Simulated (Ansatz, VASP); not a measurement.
Given: the input of a run of Ansatz 0.2.0 on GaAs.

Contents of input:

```
crystal:
  lattice:
    - [0.0, 2.69589, 2.69589]
    - [2.69589, 0.0, 2.69589]
    - [2.69589, 2.69589, 0.0]
  atoms:
    - { symbol: Ga, position: [0.0, 0.0, 0.0] }
    - { symbol: As, position: [0.5, 0.5, 0.5] }
hamiltonian:
  xc: b3lyp
  pseudopotentials: { kind: paw }
kpoints:
  mp_grid: { grid: [5, 5, 5] }
scf:
  occupations: { method: fermi_dirac, width: 0.05 }
output:
  forces: true
  stress: true
  eigenvalues: true
```

**Question.** Translate it to VASP 6.6.1. Potentials there: VASP PAW PBE potentials, release 64 (Ga_d, As).

**Answer.** As run (the cutoff follows the program's own potentials):

POSCAR

```
GaAs
1.0
    0.0000000000      2.6958900000      2.6958900000
    2.6958900000      0.0000000000      2.6958900000
    2.6958900000      2.6958900000      0.0000000000
Ga As
1 1
Direct
    0.0000000000      0.0000000000      0.0000000000
    0.5000000000      0.5000000000      0.5000000000
```

Contents of INCAR.step1:

```
SYSTEM = GaAs
  PREC = Accurate
  ENCUT = 520
  EDIFF = 1E-5
  ISMEAR = -1
  SIGMA = 0.05
  LREAL = .False.
  LASPH = .True.
  NELM = 100
  ALGO = Normal
  ISIF = 2
  LWAVE = .True.
  NBANDS = 16
  GGA = PE
```

File INCAR.step2:

```
SYSTEM = GaAs
  PREC = Accurate
  ENCUT = 520
  EDIFF = 1E-6
  ISMEAR = -1
  SIGMA = 0.05
  LREAL = .False.
  LASPH = .True.
  NELM = 100
  ALGO = Normal
  ISIF = 2
  LWAVE = .False.
  LCHARG = .True.
  GGA = B3
  LHFCALC = .True.
  AEXX = 0.2
  AGGAX = 0.72
  AGGAC = 0.81
  ALDAC = 0.19
  PRECFOCK = Normal
  LELF = .True.
  LVHAR = .True.
  NBANDS = 16
  ISTART = 1
```

Contents of KPOINTS:

```
Automatic mesh
0
Gamma
  5 5 5
  0 0 0
```

Potentials or basis: VASP PAW PBE potentials, release 64 (Ga_d, As).

The run is started by

```bash
$ cat potpaw_PBE.64/Ga_d/POTCAR potpaw_PBE.64/As/POTCAR > POTCAR
$ cp INCAR.step1 INCAR
$ mpirun -np 1 vasp_std > vasp.out
$ cp INCAR.step2 INCAR
$ mpirun -np 1 vasp_std > vasp.out
```

Both were run:

|  | VASP | Ansatz | Ansatz less VASP |
| --- | --- | --- | --- |
| gap on the k mesh at the Fermi level (eV) | none | none | - |
| pressure (GPa) | 2.6 | 2.6 | -0.01 |

VASP's potentials were made for PBE, not for B3LYP. A gap of «none» marks a metal or a gap that the smearing closes. VASP's potentials hold 18 valence electrons a cell and Ansatz's 28, so a difference there can come from the potentials and not from the codes.

The k mesh is coarse, so the values compare programs but aren't converged.
